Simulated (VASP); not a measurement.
GaSb: single point with PBE

GaSb:

```xyz
2
Lattice="0.0000 3.0659 2.9432 3.0659 0.0000 2.9432 3.0659 3.0659 0.0000" Properties=species:S:1:pos:R:3 pbc="T T T"
Ga    0.0000    0.0000    0.0000
Sb    1.5329    1.5329    1.4716
```

This cell differs from its parent crystal: uniaxial z strain -4.0%.

* Program: VASP 6.6.1
* Task: single point
* Functional: PBE
* Potentials or basis: VASP PAW PBE potentials, release 64 (Ga_d, Sb_d_GW)
* Cutoff: 500 eV
* k mesh: 8 × 8 × 8
* Occupations: fermi-dirac, width 0.02 eV
* Spin: no spin polarisation
* Dipole correction: no
* Further INCAR settings: ALGO = Normal; EDIFF = 1e-06; NBANDS = 21

The pressure is 4.3 GPa. The band gap on the k mesh is 0.11 eV.

Stress tensor (GPa, compression positive):
```
3.76 0.00 0.00
0.00 3.76 0.00
0.00 0.00 5.38
```

Levels at points of the mesh, in eV from the valence-band top:
| k point | band 10 | band 11 | band 12 | band 13 | band 14 | band 15 | band 16 | band 17 | band 18 | band 19 |
| --- | --- | --- | --- | --- | --- | --- | --- | --- | --- | --- |
| (0.00, 0.00, 0.00) | -15.19 | -11.87 | -0.23 | -0.23 | 0.00 | 0.11 | 2.56 | 2.68 | 2.68 | 5.70 |
| (0.50, 0.00, 0.00) | -15.19 | -10.15 | -6.68 | -1.51 | -1.20 | 0.30 | 3.50 | 3.76 | 6.33 | 9.30 |
| (0.50, 0.50, 0.00) | -15.19 | -9.18 | -6.97 | -3.00 | -3.00 | 0.52 | 0.88 | 8.81 | 8.81 | 10.28 |
| (0.50, 0.00, 0.50) | -15.19 | -9.33 | -7.17 | -2.77 | -2.73 | 0.83 | 1.13 | 8.66 | 8.73 | 10.06 |

Run time: 22 s on 1 thread of Intel(R) Xeon(R) 6975P-C (Granite Rapids) (shared host), peak memory 0.23 GiB.

Caveat: the cell differs from its parent crystal (uniaxial z strain -4.0%); the cell stands under pressure; semilocal functionals underestimate gaps, and a narrow one can read as zero; spin-orbit coupling is left out, which moves the levels of the heavy elements. A k mesh can miss the band edges.
